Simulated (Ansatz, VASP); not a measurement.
# TiAl3 in VASP and in Ansatz

```
Ti Al
1.0
     2.89230    0.00000    0.03785
     0.00000    4.52767    0.00000
     0.06533    0.00000    4.65507
Ti Al
1 3
Cartesian
  -0.0351 2.2638 0.8380
  1.5341 2.2638 3.0558
  1.4690 0.0000 1.5633
  0.0549 0.0000 3.8910
```

Alike in both runs: task single point; functional PBE; k mesh 14 × 10 × 10; occupations gaussian, width 0.1 eV; no spin polarisation.

|  | VASP | Ansatz |
| --- | --- | --- |
| version | VASP 6.6.1 | Ansatz 0.2.0 |
| potentials or method | VASP PAW PBE potentials, release 64 (Ti_sv, Al), cutoff 520 eV | scalar-relativistic, plane waves, PAW |
| valence electrons in the cell | 21 | 21 |

```csv
,VASP,Ansatz,Ansatz less VASP
gap on the k mesh at the Fermi level (eV),none,none,-
pressure (GPa),8.3,8.4,+0.04
"traceless stress, the component that is largest in VASP (GPa)",-5.64,-5.63,+0.008
rms of the force components (eV/Å),0.576,0.575,-0.0007
```

Atom by atom the forces differ by 0.001 eV/Å (rms over components). A gap of «none» marks a metal or a gap that the smearing closes.
